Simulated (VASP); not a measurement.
Input of a VASP 6.6.1 run:

The input INCAR:

```
SYSTEM = Sb
PREC = Accurate
ENCUT = 520
EDIFF = 1E-8
ISMEAR = -1
SIGMA = 0.05
LREAL = .FALSE.
LASPH = .TRUE.
NELM = 100
ALGO = Normal
ISIF = 2
LWAVE = .FALSE.
LCHARG = .FALSE.
GGA = PS
LEFG = .TRUE.
NBANDS = 8
```

Contents of KPOINTS:

```
regular mesh
0
G
  13 13 13
  0 0 0
```

The input POSCAR:

```
Sb
1.0
    3.1600000000     -0.0316000000     -0.0316000000
   -0.0316000000      3.1600000000     -0.0316000000
   -0.0316000000     -0.0316000000      3.1600000000
Sb
1
Direct
    0.0000000000      0.0000000000      0.0000000000
```

Potentials or basis: VASP PAW PBE potentials, release 64 (Sb).

Run with:

```bash
$ cat potpaw_PBE.64/Sb/POTCAR > POTCAR
$ mpirun -np 1 vasp_std > vasp.out
```

Q: Estimate the pressure.

A: -4.9 GPa.

Electric field gradients, principal values (V/Å²):
| atom | least | middle | greatest (by size) |
| --- | --- | --- | --- |
| 1 Sb | 7.260 | 7.260 | -14.520 |

Caveat: the cell differs from its parent crystal (equal xy, yz and zx shear strains of -2 %); without QUAD_EFG the Cq values of the log hold for a quadrupole moment of 1 mb, not for the nuclei; the PAW data sets were made with another functional, which shifts forces and pressure a little.
